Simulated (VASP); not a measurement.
# AlN (Fm-3m) in VASP: further runs, part 2 of 2

VASP 6.6.1.

## Step 3: Single point, r2SCAN

This run uses another cell than the first one, of 8.23 Å³/atom, 0.943 times its volume.

Contents of POSCAR:

```
AlN
1.0
    0.0000000000      2.0188685229      2.0188685229
    2.0188685229      0.0000000000      2.0188685229
    2.0188685229      2.0188685229      0.0000000000
Al N
1 1
Direct
    0.5000000000      0.5000000000      0.5000000000
    0.0000000000      0.0000000000      0.0000000000
```

Contents of INCAR.step1:

```
SYSTEM = AlN
PREC = Accurate
ENCUT = 660
ISMEAR = 0
SIGMA = 0.01
LREAL = .False.
LASPH = .True.
NELM = 120
NBANDS = 11
GGA = PE
ALGO = Normal
EDIFF = 1E-5
LWAVE = .True.
LCHARG = .False.
GGA_COMPAT = .False.
```

Contents of INCAR.step2:

```
SYSTEM = AlN
PREC = Accurate
ENCUT = 660
EDIFF = 1E-6
ISMEAR = 0
SIGMA = 0.01
LREAL = .False.
LASPH = .True.
NELM = 120
ALGO = Normal
ISIF = 2
LWAVE = .False.
LCHARG = .False.
METAGGA = R2SCAN
LMIXTAU = .True.
NBANDS = 11
ISTART = 1
GGA_COMPAT = .False.
```

Contents of KPOINTS:

```
regular mesh
0
Gamma
  10 10 10
  0 0 0
```

Potentials or basis: VASP PAW PBE potentials, release 64 (Al, N).

Started as:

```sh
$ cat potpaw_PBE.64/Al/POTCAR potpaw_PBE.64/N/POTCAR > POTCAR
$ cp INCAR.step1 INCAR
$ mpirun -np 1 vasp_std > vasp.out
$ cp INCAR.step2 INCAR
$ mpirun -np 1 vasp_std > vasp.out
```

OUTCAR:

```text
SYSTEM = AlN
   PREC = Accurate
   ENCUT = 660
   EDIFF = 1E-6
   ISMEAR = 0
   LREAL = .False.
   LASPH = .True.
   NELM = 120
   ISIF = 2
   METAGGA = R2SCAN
   ISTART = 1

 ion  position               nearest neighbor table
   1  0.500  0.500  0.500-   2 2.02   2 2.02   2 2.02   2 2.02   2 2.02   2 2.02
   2  0.000  0.000  0.000-   1 2.02   1 2.02   1 2.02   1 2.02   1 2.02   1 2.02

  LATTYP: Found a face centered cubic cell.
 ALAT       =     4.0377370458

  Lattice vectors:

 A1 = (   0.0000000000,   2.0188685229,   2.0188685229)
 A2 = (   2.0188685229,   0.0000000000,   2.0188685229)
 A3 = (   2.0188685229,   2.0188685229,   0.0000000000)

Analysis of symmetry for initial positions (statically):
=====================================================================
 Subroutine PRICEL returns:
 Original cell was already a primitive cell.

 Routine SETGRP: Setting up the symmetry group for a
 face centered cubic supercell.

 Subroutine GETGRP returns: Found 48 space group operations
[... 9 lines left out ...]

 Routine SETGRP: Setting up the symmetry group for a
 face centered cubic supercell.

 Subroutine GETGRP returns: Found 48 space group operations
[... 11 lines left out ...]
                                     Primitive cell

  volume of cell :      16.4571

  direct lattice vectors                    reciprocal lattice vectors
     0.000000000  2.018868523  2.018868523    -0.247663478  0.247663478  0.247663478
     2.018868523  0.000000000  2.018868523     0.247663478 -0.247663478  0.247663478
     2.018868523  2.018868523  0.000000000     0.247663478  0.247663478 -0.247663478

  length of vectors
     2.855111246  2.855111246  2.855111246     0.428965727  0.428965727  0.428965727

  position of ions in fractional coordinates (direct lattice)
     0.500000000  0.500000000  0.500000000
     0.000000000  0.000000000  0.000000000

  ion indices of the primitive-cell ions
   primitive index   ion index
                 1           1
                 2           2

----------------------------------------------------------------------------------------

 KPOINTS: regular mesh

Automatic generation of k-mesh.
 Grid dimensions read from file:
 generate k-points for:   10   10   10

 Generating k-lattice:

  Cartesian coordinates                     Fractional coordinates (reciprocal lattice)
    -0.024766348  0.024766348  0.024766348     0.100000000  0.000000000  0.000000000
     0.024766348 -0.024766348  0.024766348     0.000000000  0.100000000  0.000000000
     0.024766348  0.024766348 -0.024766348     0.000000000  0.000000000  0.100000000

  Length of vectors
     0.042896573  0.042896573  0.042896573

  Shift w.r.t. Gamma in fractional coordinates (k-lattice)
     0.000000000  0.000000000  0.000000000

 Subroutine IBZKPT returns following result:
 ===========================================

 Found     47 irreducible k-points:

 Following reciprocal coordinates:
            Coordinates               Weight
  0.000000  0.000000  0.000000      1.000000
  0.100000  0.000000  0.000000      8.000000
  0.200000  0.000000  0.000000      8.000000
  0.300000  0.000000  0.000000      8.000000
  0.400000  0.000000  0.000000      8.000000
  0.500000  0.000000  0.000000      4.000000
[... 16 lines left out ...]
  0.300000  0.300000  0.000000      6.000000
  0.400000  0.300000  0.000000     24.000000
 [... further k-points ...]
   k-points           NKPTS =     47   k-points in BZ     NKDIM =     47   number of bands    NBANDS=     11
   number of dos      NEDOS =    301   number of ions     NIONS =      2
   total plane-waves  NPLWV =  13824
   dimension x,y,z NGX =    24 NGY =   24 NGZ =   24
   dimension x,y,z NGXF=    48 NGYF=   48 NGZF=   48
   ions per type =               1   1
   NGX,Y,Z   is equivalent  to a cutoff of  13.97, 13.97, 13.97 a.u.
   NGXF,Y,Z  is equivalent  to a cutoff of  27.95, 27.95, 27.95 a.u.
 SYSTEM =  AlN
   PREC   = accura    normal or accurate (medium, high low for compatibility)
   ISTART =      1    job   : 0-new  1-cont  2-samecut
   ICHARG =      0    charge: 1-file 2-atom 10-const
   ISPIN  =      1    spin polarized calculation?
   LNONCOLLINEAR =      F non collinear calculations
   LSORBIT =      F    spin-orbit coupling
   LASPH  =      T    aspherical Exc in radial PAW
   ENCUT  =  660.0 eV  48.51 Ry    6.96 a.u.   5.98  5.98  5.98*2*pi/ulx,y,z
   NELM   =    120;   NELMIN=  2; NELMDL=  0     # of ELM steps
   EDIFF  = 0.1E-05   stopping-criterion for ELM
   LREAL  =      F    real-space projection
   EDIFFG = 0.1E-04   stopping-criterion for IOM
   NSW    =      0    number of steps for IOM
   IBRION =     -1    ionic relax: 0-MD 1-quasi-New 2-CG
   NFREE  =      0    steps in history (QN), initial steepest desc. (CG)
   ISIF   =      2    stress and relaxation
   ISYM   =      2    0-nonsym 1-usesym 2-fastsym
   POTIM  = 0.5000    time-step for ionic-motion
   TEBEG  =    0.0;   TEEND  =   0.0 temperature during run
   PSTRESS=    0.0 pullay stress
   NELECT =       8.0000    total number of electrons
   NUPDOWN=      -1.0000    fix difference up-down
   EMIN   =  10.00;   EMAX   =-10.00  energy-range for DOS
   EFERMI =   0.00;   METHOD = LEGACY
   ISMEAR =     0;   SIGMA  =   0.01  broadening in eV -4-tet -1-fermi 0-gaus
   EFERMI_NEDOS =   21; number of points for ismear=-14 and -15
   IALGO  =     38    algorithm
   IMIX   =      4    mixing-type and parameters
     AMIX     =   0.40;   BMIX     =  1.00
     AMIX_MAG =   1.60;   BMIX_MAG =  1.00
  volume/ion in A,a.u.               =       8.23        55.53
  Fermi-wavevector in a.u.,A,eV,Ry     =   1.287222  2.432497 22.544044  1.656941
  Thomas-Fermi vector in A             =   2.419249
   LORBIT       =      0    0 simple, 1 ext, 2 COOP (PROOUT), +10 PAW based schemes
   METAGGA = R2SCAN    functional components
   LHFCALC =     F    Hartree Fock is set to
   AEXX    =    0.0000 exact exchange contribution
   IVDW    =     0    specifies the selected vdW correction
   LEPSILON=     F    determine dielectric tensor
   LRPA    =     F    only Hartree local field effects (RPA)
 non-spin polarized calculation
 Gauss-broadening in eV      SIGMA  =   0.01
  energy-cutoff  :      660.00
  volume of cell :       16.46
 maximum number of plane-waves:       644
   NGX = 11   NGY = 11   NGZ = 11

 number of electron       7.9999999 magnetization

 Free energy of the ion-electron system (eV)
  ---------------------------------------------------
  ext. energy  EPLUGINS =         0.00000000
  ---------------------------------------------------
  free energy    TOTEN  =       -18.89629628 eV

  energy without entropy =      -18.89629628  energy(sigma->0) =      -18.89629628

 E-fermi :   9.9195     XC(G=0): -12.8985

 val. band max:        9.8265648605   @ k =   0.0000   0.0000   0.0000
 cond. band min:      15.3534504486   @ k =   0.5000   0.5000   0.0000
 fundamental gap:      5.5268855881
 Fermi energy:         9.9194732104

 k-point     1 :       0.0000    0.0000    0.0000
  band No.  band energies     occupation
      1      -8.6127      2.00000
      2       9.8266      2.00000
      3       9.8266      2.00000
      4       9.8266      2.00000
      5      16.4061      0.00000
      6      22.7523      0.00000
      7      22.7523      0.00000
      8      22.7523      0.00000
      9      28.4354      0.00000
     10      28.4354      0.00000
     11      28.5529      0.00000

 k-point     2 :       0.1000    0.0000    0.0000
  band No.  band energies     occupation
      1      -8.4032      2.00000
      2       8.7960      2.00000
      3       9.6948      2.00000
      4       9.6948      2.00000
      5      17.0354      0.00000
      6      21.9298      0.00000
      7      23.0781      0.00000
      8      23.0781      0.00000
      9      27.0765      0.00000
     10      27.0765      0.00000
     11      29.6252      0.00000
[... 295 lines left out ...]
 k-point    24 :       0.4000    0.3000    0.0000
  band No.  band energies     occupation
      1      -5.5757      2.00000
      2       3.7888      2.00000
      3       6.9453      2.00000
      4       7.4558      2.00000
      5      16.8317      0.00000
      6      17.5635      0.00000
      7      23.2222      0.00000
      8      26.6956      0.00000
      9      27.5768      0.00000
     10      32.7553      0.00000
     11      36.2191      0.00000

 [... further k-points ...]
[... 5 lines left out ...]
  --------------------------------------------------------------------------------------
  -------------------------------------------------------------------------------------
  Total       -0.0727953     -0.0727953     -0.0727953     -0.0000000     -0.0000000     -0.0000000
  in kB       -7.0869552     -7.0869552     -7.0869552     -0.0000000     -0.0000000     -0.0000000
  external PRESSURE =      -7.0869552 kB  Pullay stress =       0.0000000 kB

 VOLUME and BASIS-vectors are now :
 -----------------------------------------------------------------------------
  energy-cutoff  :      660.00
  volume of cell :       16.46
      direct lattice vectors                 reciprocal lattice vectors
     0.000000000  2.018868523  2.018868523    -0.247663478  0.247663478  0.247663478
     2.018868523  0.000000000  2.018868523     0.247663478 -0.247663478  0.247663478
     2.018868523  2.018868523  0.000000000     0.247663478  0.247663478 -0.247663478

 POSITION                                       TOTAL-FORCE (eV/Angst)
 -----------------------------------------------------------------------------------
      2.01887      2.01887      2.01887         0.000000      0.000000     -0.000000
      0.00000      0.00000      0.00000        -0.000000     -0.000000      0.000000
 -----------------------------------------------------------------------------------
    total drift:                                0.000000     -0.000000     -0.000000

  FREE ENERGIE OF THE ION-ELECTRON SYSTEM (eV)
  ---------------------------------------------------
  free  energy   TOTEN  =       -18.8962962817 eV

  energy  without entropy=      -18.8962962817  energy(sigma->0) =      -18.89629628
```

Wall time 49 s (1 thread of Intel Xeon 8259CL, shared host); peak memory 0.14 GiB.

What came out:

```
Free energy            : -18.8963 eV
Pressure               : -0.7 GPa
Band gap on the k mesh : 5.53 eV, indirect (least direct gap 6.58 eV)
```

Levels at points of the mesh, in eV from the valence-band top:
| k point | band 2 | band 3 | band 4 | band 5 | band 6 | band 7 |
| --- | --- | --- | --- | --- | --- | --- |
| (0.00, 0.00, 0.00) | 0.00 | 0.00 | 0.00 | 6.58 | 12.93 | 12.93 |
| (0.50, 0.00, 0.00) | -8.47 | -1.16 | -1.16 | 6.94 | 11.94 | 11.94 |
| (0.50, 0.50, 0.00) | -7.57 | -2.91 | -2.91 | 5.53 | 5.98 | 15.42 |

Caveat: the PAW data sets were made with another functional, which shifts forces and pressure a little.

## Step 4: Relaxation of cell and atoms, r2SCAN

This run uses another cell than the first one, of 8.23 Å³/atom, 0.943 times its volume.

POSCAR is that of step 3.

Contents of INCAR.step1:

```
SYSTEM = AlN
ALGO     = Normal         ! electronic algorithm
EDIFF    = 1E-5           ! SCF threshold, eV
EDIFFG   = -0.005         ! ionic threshold
ENCUT    = 660            ! plane-wave cutoff, eV
GGA      = PE             ! functional
GGA_COMPAT= .False.      
IBRION   = 2              ! ionic algorithm
ISIF     = 3              ! what is computed and relaxed
ISMEAR   = 0              ! smearing method
LASPH    = .True.         ! aspherical terms in the spheres
LCHARG   = .False.        ! write CHGCAR
LREAL    = .False.        ! projectors in reciprocal space
LWAVE    = .True.         ! write WAVECAR
NELM     = 120            ! most SCF steps
NELMIN   = 4            
NSW      = 100            ! ionic steps
PREC     = Accurate       ! precision mode
SIGMA    = 0.01           ! smearing width, eV
```

Contents of INCAR.step2:

```
SYSTEM = AlN
ALGO     = Normal         ! electronic algorithm
EDIFF    = 1E-7           ! SCF threshold, eV
EDIFFG   = -0.001         ! ionic threshold
ENCUT    = 660            ! plane-wave cutoff, eV
GGA_COMPAT= .False.      
IBRION   = 2              ! ionic algorithm
ISIF     = 3              ! what is computed and relaxed
ISMEAR   = 0              ! smearing method
ISTART   = 1            
LASPH    = .True.         ! aspherical terms in the spheres
LCHARG   = .False.        ! write CHGCAR
LMIXTAU  = .True.       
LREAL    = .False.        ! projectors in reciprocal space
LWAVE    = .False.        ! write WAVECAR
METAGGA  = R2SCAN         ! meta-GGA
NELM     = 120            ! most SCF steps
NELMIN   = 4            
NSW      = 80             ! ionic steps
PREC     = Accurate       ! precision mode
SIGMA    = 0.01           ! smearing width, eV
```

Contents of KPOINTS:

```
k-points
0
Gamma
  10 10 10
  0 0 0
```

Started as:

```sh
$ cat potpaw_PBE.64/Al/POTCAR potpaw_PBE.64/N/POTCAR > POTCAR
$ cp INCAR.step1 INCAR
$ mpirun -np 1 vasp_std > vasp.out
$ cp INCAR.step2 INCAR
$ mpirun -np 1 vasp_std > vasp.out
```

Wall time 2.6 min (1 thread of Intel Xeon 8259CL, shared host); peak memory 0.14 GiB.

It converged, with:

| Quantity | Value |
| --- | --- |
| Free energy | -18.8964 eV |
| Relaxed volume | 8.21 Å³/atom |
| Relaxed cell | a = 2.853 Å, b = 2.853 Å, c = 2.853 Å, α = 60.00°, β = 60.00°, γ = 60.00° |
| Space group after relaxing (to 0.05 Å) | Fm-3m (No. 225) |
| Energy gained by relaxing | 0.1 meV/atom |
| Ionic steps | 4 |
| Pressure after relaxing | 0.0 GPa |
| Band gap on the k mesh | 5.55 eV, indirect (least direct gap 6.62 eV) |

The path:
| step | energy change (eV) | largest force (eV/Å) | pressure (GPa) | volume (Å³) |
| --- | --- | --- | --- | --- |
| 1 | 0.0000 | 0.0000 | -0.71 | 16.46 |
| 2 | 0.0000 | 0.0000 | 0.76 | 16.37 |
| 3 | -0.0001 | 0.0000 | 0.12 | 16.41 |
| 4 | -0.0001 | 0.0000 | 0.00 | 16.42 |

Final structure:
```yaml
crystal:
  lattice:
    - [0.00000, 2.01716, 2.01716]
    - [2.01716, 0.00000, 2.01716]
    - [2.01716, 2.01716, 0.00000]
  atoms:
    - { symbol: Al, position: [0.50000, 0.50000, 0.50000] }
    - { symbol: N, position: [0.00000, 0.00000, 0.00000] }
```

Levels at points of the mesh, in eV from the valence-band top:
```
           k point  band 1  band 2  band 3  band 4  band 5  band 6  band 7  band 8
(0.00, 0.00, 0.00)  -18.46    0.00    0.00    0.00    6.62   12.93   12.93   12.93
(0.50, 0.00, 0.00)  -15.20   -8.49   -1.17   -1.17    6.95   11.96   11.96   14.74
(0.50, 0.50, 0.00)  -14.22   -7.59   -2.91   -2.91    5.55    5.97   15.46   18.81
```

Caveat: the PAW data sets were made with another functional, which shifts forces and pressure a little.

## Step 5: Overview

| task | cell | cutoff (eV) | smearing | gap on the mesh (eV) | pressure (GPa) |
| --- | --- | --- | --- | --- | --- |
| single point | a = 2.911 Å, angles 60.0°, 2 atoms | 520 | gaussian 0.02 eV | 4.95 | -15.1 |
| single point | a = 2.855 Å, angles 60.0°, 2 atoms | 660 | gaussian 0.01 eV | 5.53 | -0.7 |
| relaxation of cell and atoms | relaxed from a = 2.855 Å, angles 60.0°, 2 atoms | 660 | gaussian 0.01 eV | 5.55 | 0.0 |

Alike in all rows: level r2SCAN; potentials or basis VASP PAW PBE potentials, release 64 (Al, N); no spin polarisation; k mesh 10 × 10 × 10.

Caveats: the PAW data sets were made with another functional, which shifts forces and pressure a little.

Total energies depend on the potentials used, so only differences within one code and one set of settings carry meaning.
